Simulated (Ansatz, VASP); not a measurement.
# TiO2: VASP beside Ansatz

```
Ti O
1.0
     4.53767    0.00000    0.00000
     0.00000    4.53767    0.00000
     0.00000    0.00000    2.91922
Ti O
2 4
Direct
  0.00000 0.00000 0.50000
  0.50000 0.50000 0.00000
  0.30432 0.30432 0.50000
  0.19568 0.80432 0.00000
  0.80432 0.19568 0.00000
  0.69568 0.69568 0.50000
```

Alike in both runs: task single point; functional PBE; dispersion D4; k mesh 6 × 6 × 9; occupations fermi-dirac, width 0.05 eV; no spin polarisation.

|  | VASP | Ansatz |
| --- | --- | --- |
| version | VASP 6.6.1 | Ansatz 0.2.0 |
| potentials or method | VASP PAW PBE potentials, release 64 (Ti_sv, O) | Ansatz PAW |
| plane-wave cutoff (eV) | 520 | 420 |
| valence electrons in the cell | 48 | 48 |

|  | VASP | Ansatz | Ansatz less VASP |
| --- | --- | --- | --- |
| gap on the k mesh at the Fermi level (eV) | 1.94 | 1.97 | +0.028 |
| least direct gap on the mesh (eV) | 1.94 | 1.97 | +0.028 |
| pressure (GPa) | 11.4 | 10.7 | -0.76 |
| traceless stress, the component that is largest in VASP (GPa) | 1.47 | 1.26 | -0.210 |
| rms of the force components (eV/Å) | 0.095 | 0.082 | -0.0127 |

Atom by atom the forces differ by 0.013 eV/Å (rms over components).

Noted on Ansatz's run: odd divisions of the mesh miss points on the zone boundary, where band edges often lie, so the gap on the mesh can be too wide.
